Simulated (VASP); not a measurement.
A run of VASP 6.6.1:

Contents of INCAR:

```
SYSTEM = SrO
  ALGO = Normal
  EDIFF = 1E-6
  ENCUT = 520
  GGA = PE
  ISIF = 2
  ISMEAR = 0
  LASPH = .True.
  LCHARG = .False.
  LREAL = .False.
  LWAVE = .False.
  NBANDS = 24
  NELM = 60
  PREC = Accurate
  SIGMA = 0.1
```

KPOINTS

```
k-points
0
Gamma
  12 12 8
  0 0 0
```

File POSCAR:

```
SrO
1.0
    3.9426612778      0.0000000000      0.0000000000
   -1.9713306389      3.4144448251      0.0000000000
    0.0000000000      0.0000000000      7.2129608148
Sr O
2 2
Direct
    0.0000000000      0.0000000000      0.8054037918
    0.0000000000      0.0000000000      0.1945962082
    0.3333333333      0.6666666667      0.0000000000
    0.6666666667      0.3333333333      0.0000000000
```

Potentials or basis: VASP PAW PBE potentials, release 64 (Sr_sv, O).

Run with:

```sh
$ cat potpaw_PBE.64/Sr_sv/POTCAR potpaw_PBE.64/O/POTCAR > POTCAR
$ mpirun -np 1 vasp_std > vasp.out
```

Hardware: 1 thread of Intel(R) Xeon(R) 6975P-C (Granite Rapids), with other jobs on the host.

Task: How long does it take, and how much memory?

Result: Wall time 110 s on 1 thread of Intel(R) Xeon(R) 6975P-C (Granite Rapids), on a shared host, peak memory 0.33 GiB. Counts: scf iterations 16, k points 95.
